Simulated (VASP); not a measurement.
Wanted: the native input for a VASP 6.6.1 run.

```yaml
Task: density of states
Functional: PBE
Potentials_or_basis: VASP PAW PBE potentials, release 64 (Ru_pv, Al)
Cutoff: 520 eV
k_mesh: 13 × 13 × 13
Occupations: fermi-dirac, width 0.1 eV
Spin: no spin polarisation
Dipole_correction: no
k_mesh_for_the_DOS: 20 × 20 × 20
Occupations_for_the_DOS: tetrahedron
Further_INCAR_settings: ALGO = Normal; EDIFF = 1e-07; NBANDS = 16
```

AlRu (CsCl type):

```
CELL_PARAMETERS angstrom
3.00450 0.00000 0.00000
0.00000 3.00450 0.00000
0.00000 0.00000 3.00450
ATOMIC_POSITIONS crystal
Ru 0.00000 0.00000 0.00000
Al 0.50000 0.50000 0.50000
```

The input as run:

POSCAR

```
AlRu
1.0
    3.0044951660      0.0000000000      0.0000000000
    0.0000000000      3.0044951660      0.0000000000
    0.0000000000      0.0000000000      3.0044951660
Ru Al
1 1
Direct
    0.0000000000      0.0000000000      0.0000000000
    0.5000000000      0.5000000000      0.5000000000
```

INCAR.step1

```
SYSTEM = AlRu
PREC     = Accurate       ! precision mode
ENCUT    = 520            ! plane-wave cutoff, eV
EDIFF    = 1E-7           ! SCF threshold, eV
ISMEAR   = -1             ! smearing method
SIGMA    = 0.1            ! smearing width, eV
LREAL    = .False.        ! projectors in reciprocal space
LASPH    = .True.         ! aspherical terms in the spheres
NELM     = 100            ! most SCF steps
ALGO     = Normal         ! electronic algorithm
ISIF     = 2              ! what is computed and relaxed
LWAVE    = .False.        ! write WAVECAR
LCHARG   = .True.         ! write CHGCAR
LMAXMIX  = 4              ! l up to which the mixer works
GGA      = PE             ! functional
NBANDS   = 16             ! bands
```

KPOINTS.step1

```
Automatic mesh
0
Gamma
  13 13 13
  0 0 0
```

INCAR.step2

```
SYSTEM = AlRu
PREC     = Accurate       ! precision mode
ENCUT    = 520            ! plane-wave cutoff, eV
EDIFF    = 1E-7           ! SCF threshold, eV
ISMEAR   = -5             ! smearing method
SIGMA    = 0.1            ! smearing width, eV
LREAL    = .False.        ! projectors in reciprocal space
LASPH    = .True.         ! aspherical terms in the spheres
NELM     = 100            ! most SCF steps
ALGO     = Normal         ! electronic algorithm
ISIF     = 2              ! what is computed and relaxed
LWAVE    = .False.        ! write WAVECAR
LCHARG   = .False.        ! write CHGCAR
LMAXMIX  = 4              ! l up to which the mixer works
GGA      = PE             ! functional
LORBIT   = 11             ! projections on sites
NBANDS   = 16             ! bands
NEDOS    = 1001           ! points of the DOS
ICHARG   = 11             ! starting density
```

KPOINTS.step2

```
Automatic mesh
0
Gamma
  20 20 20
  0 0 0
```

Potentials or basis: VASP PAW PBE potentials, release 64 (Ru_pv, Al).

Launch:

```console
$ cat potpaw_PBE.64/Ru_pv/POTCAR potpaw_PBE.64/Al/POTCAR > POTCAR
$ cp INCAR.step1 INCAR
$ cp KPOINTS.step1 KPOINTS
$ mpirun -np 1 vasp_std > vasp.out
$ cp INCAR.step2 INCAR
$ cp KPOINTS.step2 KPOINTS
$ mpirun -np 1 vasp_std > vasp.out
```

It gave:

```yaml
Valence_electrons_inside_the_program's_atomic_spheres: Ru 12.76; Al 0.80
```

Run time: 69 s on 1 thread of AMD EPYC 7R13 Processor (Zen 3) (shared host), peak memory 0.2 GiB.
